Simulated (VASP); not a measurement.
# AlN (F-43m) in VASP: further runs, part 3 of 3

VASP 6.6.1. Earlier steps stand in the parts before.

### 4 Relaxation of cell and atoms, PBE+D3(BJ)

This run uses another cell than the first one, of 10.42 Å³/atom.

Contents of INCAR:

```
SYSTEM = AlN
ALGO = Normal
EDIFF = 1E-6
EDIFFG = -0.01
ENCUT = 600
GGA = PE
IBRION = 2
ISIF = 3
ISMEAR = -1
IVDW = 12
LASPH = .True.
LCHARG = .False.
LREAL = .False.
LWAVE = .False.
NELM = 60
NSW = 80
PREC = Accurate
SIGMA = 0.05
```

Contents of KPOINTS:

```
k-points
0
Gamma
  10 10 10
  0 0 0
```

Contents of POSCAR:

```
AlN
1.0
    0.0000000000      2.1839935596      2.1839935596
    2.1839935596      0.0000000000      2.1839935596
    2.1839935596      2.1839935596      0.0000000000
Al N
1 1
Direct
    0.0000000000      0.0000000000      0.0000000000
    0.2500000000      0.2500000000      0.2500000000
```

Potentials or basis: VASP PAW PBE potentials, release 64 (Al, N).

Launch:

```sh
$ cat potpaw_PBE.64/Al/POTCAR potpaw_PBE.64/N/POTCAR > POTCAR
$ mpirun -np 1 vasp_std > vasp.out
```

OUTCAR:

```text
SYSTEM = AlN
   EDIFF = 1E-6
   EDIFFG = -0.01
   ENCUT = 600
   GGA = PE
   IBRION = 2
   ISIF = 3
   ISMEAR = -1
   IVDW = 12
   LASPH = .True.
   LREAL = .False.
   NELM = 60
   NSW = 80
   PREC = Accurate
 IVDW          = 12

 ion  position               nearest neighbor table
   1  0.000  0.000  0.000-   2 1.89   2 1.89   2 1.89   2 1.89
   2  0.250  0.250  0.250-   1 1.89   1 1.89   1 1.89   1 1.89

  LATTYP: Found a face centered cubic cell.
 ALAT       =     4.3679871192

  Lattice vectors:

 A1 = (   0.0000000000,   2.1839935596,   2.1839935596)
 A2 = (   2.1839935596,   0.0000000000,   2.1839935596)
 A3 = (   2.1839935596,   2.1839935596,   0.0000000000)

Analysis of symmetry for initial positions (statically):
=====================================================================
 Subroutine PRICEL returns:
 Original cell was already a primitive cell.

 Routine SETGRP: Setting up the symmetry group for a
 face centered cubic supercell.

 Subroutine GETGRP returns: Found 24 space group operations
 (whereof 24 operations were pure point group operations)
 out of a pool of 48 trial point group operations.

The static configuration has the point symmetry T_d .

Analysis of symmetry for dynamics (positions and initial velocities):
=====================================================================
 Subroutine PRICEL returns:
 Original cell was already a primitive cell.

 Routine SETGRP: Setting up the symmetry group for a
 face centered cubic supercell.

 Subroutine GETGRP returns: Found 24 space group operations
 (whereof 24 operations were pure point group operations)
 out of a pool of 48 trial point group operations.

The dynamic configuration has the point symmetry T_d .

 Subroutine INISYM returns: Found 24 space group operations
 (whereof 24 operations are pure point group operations),
 and found     1 'primitive' translations

----------------------------------------------------------------------------------------

                                     Primitive cell

  volume of cell :      20.8345

  direct lattice vectors                    reciprocal lattice vectors
     0.000000000  2.183993560  2.183993560    -0.228938404  0.228938404  0.228938404
     2.183993560  0.000000000  2.183993560     0.228938404 -0.228938404  0.228938404
     2.183993560  2.183993560  0.000000000     0.228938404  0.228938404 -0.228938404

  length of vectors
     3.088633312  3.088633312  3.088633312     0.396532948  0.396532948  0.396532948

  position of ions in fractional coordinates (direct lattice)
     0.000000000  0.000000000  0.000000000
     0.250000000  0.250000000  0.250000000

  ion indices of the primitive-cell ions
   primitive index   ion index
                 1           1
                 2           2

----------------------------------------------------------------------------------------

 KPOINTS: k-points

Automatic generation of k-mesh.
 Grid dimensions read from file:
 generate k-points for:   10   10   10

 Generating k-lattice:

  Cartesian coordinates                     Fractional coordinates (reciprocal lattice)
    -0.022893840  0.022893840  0.022893840     0.100000000  0.000000000  0.000000000
     0.022893840 -0.022893840  0.022893840     0.000000000  0.100000000  0.000000000
     0.022893840  0.022893840 -0.022893840     0.000000000  0.000000000  0.100000000

  Length of vectors
     0.039653295  0.039653295  0.039653295

  Shift w.r.t. Gamma in fractional coordinates (k-lattice)
     0.000000000  0.000000000  0.000000000

 Subroutine IBZKPT returns following result:
 ===========================================

 Found     47 irreducible k-points:

 Following reciprocal coordinates:
            Coordinates               Weight
  0.000000  0.000000  0.000000      1.000000
  0.100000  0.000000  0.000000      8.000000
  0.200000  0.000000  0.000000      8.000000
  0.300000  0.000000  0.000000      8.000000
  0.400000  0.000000  0.000000      8.000000
  0.500000  0.000000  0.000000      4.000000
[... 16 lines left out ...]
  0.300000  0.300000  0.000000      6.000000
  0.400000  0.300000  0.000000     24.000000
 [... further k-points ...]
   k-points           NKPTS =     47   k-points in BZ     NKDIM =     47   number of bands    NBANDS=      8
   number of dos      NEDOS =    301   number of ions     NIONS =      2
   total plane-waves  NPLWV =  21952
   dimension x,y,z NGX =    28 NGY =   28 NGZ =   28
   dimension x,y,z NGXF=    56 NGYF=   56 NGZF=   56
   ions per type =               1   1
   NGX,Y,Z   is equivalent  to a cutoff of  15.07, 15.07, 15.07 a.u.
   NGXF,Y,Z  is equivalent  to a cutoff of  30.14, 30.14, 30.14 a.u.
 SYSTEM =  AlN
   PREC   = accura    normal or accurate (medium, high low for compatibility)
   ISTART =      0    job   : 0-new  1-cont  2-samecut
   ICHARG =      2    charge: 1-file 2-atom 10-const
   ISPIN  =      1    spin polarized calculation?
   LNONCOLLINEAR =      F non collinear calculations
   LSORBIT =      F    spin-orbit coupling
   LASPH  =      T    aspherical Exc in radial PAW
   ENCUT  =  600.0 eV  44.10 Ry    6.64 a.u.   6.17  6.17  6.17*2*pi/ulx,y,z
   NELM   =     60;   NELMIN=  2; NELMDL= -5     # of ELM steps
   EDIFF  = 0.1E-05   stopping-criterion for ELM
   LREAL  =      F    real-space projection
   EDIFFG = -.1E-01   stopping-criterion for IOM
   NSW    =     80    number of steps for IOM
   IBRION =      2    ionic relax: 0-MD 1-quasi-New 2-CG
   NFREE  =      1    steps in history (QN), initial steepest desc. (CG)
   ISIF   =      3    stress and relaxation
   ISYM   =      2    0-nonsym 1-usesym 2-fastsym
   POTIM  = 0.5000    time-step for ionic-motion
   TEBEG  =    0.0;   TEEND  =   0.0 temperature during run
   PSTRESS=    0.0 pullay stress
   NELECT =       8.0000    total number of electrons
   NUPDOWN=      -1.0000    fix difference up-down
   EMIN   =  10.00;   EMAX   =-10.00  energy-range for DOS
   EFERMI =   0.00;   METHOD = LEGACY
   ISMEAR =    -1;   SIGMA  =   0.05  broadening in eV -4-tet -1-fermi 0-gaus
   EFERMI_NEDOS =   21; number of points for ismear=-14 and -15
   IALGO  =     38    algorithm
   IMIX   =      4    mixing-type and parameters
     AMIX     =   0.40;   BMIX     =  1.00
     AMIX_MAG =   1.60;   BMIX_MAG =  1.00
  volume/ion in A,a.u.               =      10.42        70.30
  Fermi-wavevector in a.u.,A,eV,Ry     =   1.189899  2.248583 19.263943  1.415860
  Thomas-Fermi vector in A             =   2.325996
   LORBIT       =      0    0 simple, 1 ext, 2 COOP (PROOUT), +10 PAW based schemes
   GGA     = PE    functional components
   LHFCALC =     F    Hartree Fock is set to
   AEXX    =    0.0000 exact exchange contribution
   IVDW    =    12    specifies the selected vdW correction
   LEPSILON=     F    determine dielectric tensor
   LRPA    =     F    only Hartree local field effects (RPA)
 conjugate gradient relaxation of ions
 non-spin polarized calculation
  energy-cutoff  :      600.00
  volume of cell :       20.83
 maximum number of plane-waves:       725
 NGX is ok and might be reduce to    28
   NGX = 13   NGY = 13   NGZ = 13

--------------------------------------- Ionic step        1  -------------------------------------------

 number of electron       7.9999999 magnetization

 Free energy of the ion-electron system (eV)
  ---------------------------------------------------
  ext. energy  EPLUGINS =         0.00000000
  ---------------------------------------------------
  free energy    TOTEN  =       -14.84195166 eV

  energy without entropy =      -14.84195166  energy(sigma->0) =      -14.84195166

------------------------ aborting loop because EDIFF is reached ----------------------------------------

 Edisp (eV)   -0.53939

 E8    (eV) :    -0.2109
[... 71 lines left out ...]
--------------------------------------- Ionic step        3  -------------------------------------------

 number of electron       7.9999999 magnetization

 Free energy of the ion-electron system (eV)
  ---------------------------------------------------
  ext. energy  EPLUGINS =         0.00000000
  ---------------------------------------------------
  free energy    TOTEN  =       -14.84255757 eV

  energy without entropy =      -14.84255757  energy(sigma->0) =      -14.84255757

 E-fermi :   7.0075     XC(G=0): -10.9291

 val. band max:        5.9592853626   @ k =   0.0000   0.0000   0.0000
 cond. band min:       9.2772580169   @ k =   0.5000   0.5000   0.0000
 fundamental gap:      3.3179726543
 Fermi energy:         7.0074535340

 k-point     1 :       0.0000    0.0000    0.0000
  band No.  band energies     occupation
      1      -9.0158      2.00000
      2       5.9593      2.00000
      3       5.9593      2.00000
      4       5.9593      2.00000
      5      10.1463      0.00000
      6      18.5096      0.00000
      7      18.5096      0.00000
      8      18.5096      0.00000
[... 243 lines left out ...]
 k-point    24 :       0.4000    0.3000    0.0000
  band No.  band energies     occupation
      1      -7.0118      2.00000
      2       1.8132      2.00000
      3       4.2594      2.00000
      4       4.5576      2.00000
      5      10.8735      0.00000
      6      15.4882      0.00000
      7      18.1997      0.00000
      8      20.5368      0.00000

 [... further k-points ...]

------------------------ aborting loop because EDIFF is reached ----------------------------------------

 Edisp (eV)   -0.53880

 E8    (eV) :    -0.2107
[... 25 lines left out ...]
  FREE ENERGIE OF THE ION-ELECTRON SYSTEM (eV)
  ---------------------------------------------------
  free  energy   TOTEN  =       -15.3813526012 eV

  energy  without entropy=      -15.3813526012  energy(sigma->0) =      -15.38135260

 reached required accuracy - stopping structural energy minimisation
```

Wall time 29 s (1 thread of Intel Xeon 8259CL, shared host); peak memory 0.17 GiB.

What came out:

```yaml
Free_energy: -15.3814 eV
Relaxed_volume: 10.43 Å³/atom
Relaxed_cell: a = 3.090 Å, b = 3.090 Å, c = 3.090 Å, α = 60.00°, β = 60.00°, γ = 60.00°
Space_group_after_relaxing_to_0.1_Å: F-43m (No. 216)
Energy_gained_by_relaxing: 0.0 meV/atom
Ionic_steps: 3
Pressure_after_relaxing: 0.0 GPa
Band_gap_on_the_k_mesh: 3.32 eV (least direct gap 4.19 eV)
Dispersion_energy_per_atom: -0.269 eV
```

Final structure:
```
Al N
1.0
     0.00000    2.18477    2.18477
     2.18477    0.00000    2.18477
     2.18477    2.18477    0.00000
Al N
1 1
Direct
  0.00000 0.00000 0.00000
  0.25000 0.25000 0.25000
```

### 5 Single point, B3LYP

This run uses another cell than the first one, of 9.79 Å³/atom.

Contents of POSCAR:

```
AlN
1.0
    0.0000000000      2.1394097525      2.1394097525
    2.1394097525      0.0000000000      2.1394097525
    2.1394097525      2.1394097525      0.0000000000
Al N
1 1
Direct
    0.0000000000      0.0000000000      0.0000000000
    0.2500000000      0.2500000000      0.2500000000
```

Contents of INCAR.step1:

```
SYSTEM = AlN
PREC = Accurate
ENCUT = 520
EDIFF = 1E-5
ISMEAR = -1
SIGMA = 0.05
LREAL = .False.
LASPH = .True.
NELM = 100
ALGO = Normal
ISIF = 2
LWAVE = .True.
LCHARG = .False.
GGA = PE
NBANDS = 11
```

Contents of INCAR.step2:

```
SYSTEM = AlN
PREC = Accurate
ENCUT = 520
EDIFF = 1E-6
ISMEAR = -1
SIGMA = 0.05
LREAL = .False.
LASPH = .True.
NELM = 100
ALGO = Normal
ISIF = 2
LWAVE = .False.
LCHARG = .False.
GGA = B3
LHFCALC = .True.
AEXX = 0.2
AGGAX = 0.72
AGGAC = 0.81
ALDAC = 0.19
PRECFOCK = Normal
ISTART = 1
NBANDS = 11
```

Contents of KPOINTS:

```
regular mesh
0
Gamma
  5 5 5
  0 0 0
```

Launch:

```sh
$ cat potpaw_PBE.64/Al/POTCAR potpaw_PBE.64/N/POTCAR > POTCAR
$ cp INCAR.step1 INCAR
$ mpirun -np 1 vasp_std > vasp.out
$ cp INCAR.step2 INCAR
$ mpirun -np 1 vasp_std > vasp.out
```

Run time: 4.4 min. Hardware: 1 thread of Intel Xeon 8259CL, shared host; peak memory 0.14 GiB.

The run converged. Its results:

| Property | Result |
| --- | --- |
| Free energy | -16.7849 eV |
| Pressure | 18.2 GPa |
| Band gap on the k mesh | 5.97 eV (least direct gap 6.81 eV) |

Levels at points of the mesh, in eV from the valence-band top:
| k point | band 1 | band 2 | band 3 | band 4 | band 5 | band 6 | band 7 | band 8 |
| --- | --- | --- | --- | --- | --- | --- | --- | --- |
| (0.00, 0.00, 0.00) | -16.46 | 0.00 | 0.00 | 0.00 | 6.81 | 15.28 | 15.28 | 15.28 |

Caveat: the k points lie up to 0.51 Å⁻¹ apart; the PAW data sets were made with another functional, which shifts forces and pressure a little; an odd mesh through Γ misses points on the zone boundary, where band edges can lie.

### 6 Overview

```csv
task,level,cell,k mesh,cutoff (eV),grid for exact exchange (PRECFOCK),share of exact exchange,gap on the mesh (eV),pressure (GPa)
single point,PBE+D3(BJ),"a = 3.091 Å, angles 60.0°, 2 atoms",10 × 10 × 10,520,-,-,3.32,-0.2
single point,BLYP+D4,"a = 3.080 Å, angles 60.0°, 2 atoms",10 × 10 × 10,520,-,-,3.68,0.4
relaxation of cell and atoms,PBE+D3(BJ),"relaxed from a = 3.089 Å, angles 60.0°, 2 atoms",10 × 10 × 10,600,-,-,3.32,0.0
single point,B3LYP,"a = 3.026 Å, angles 60.0°, 2 atoms",5 × 5 × 5,520,Normal,0.2,5.97,18.2
```

Alike in all rows: potentials or basis VASP PAW PBE potentials, release 64 (Al, N); no spin polarisation; smearing fermi-dirac 0.05 eV.

Caveats: some runs use coarse meshes; the PAW data sets were made with another functional, which shifts forces and pressure a little (at least some runs); an odd mesh through Γ misses points on the zone boundary, where band edges can lie (at least some runs).

Absolute energies hang on the potentials; compare differences alone.
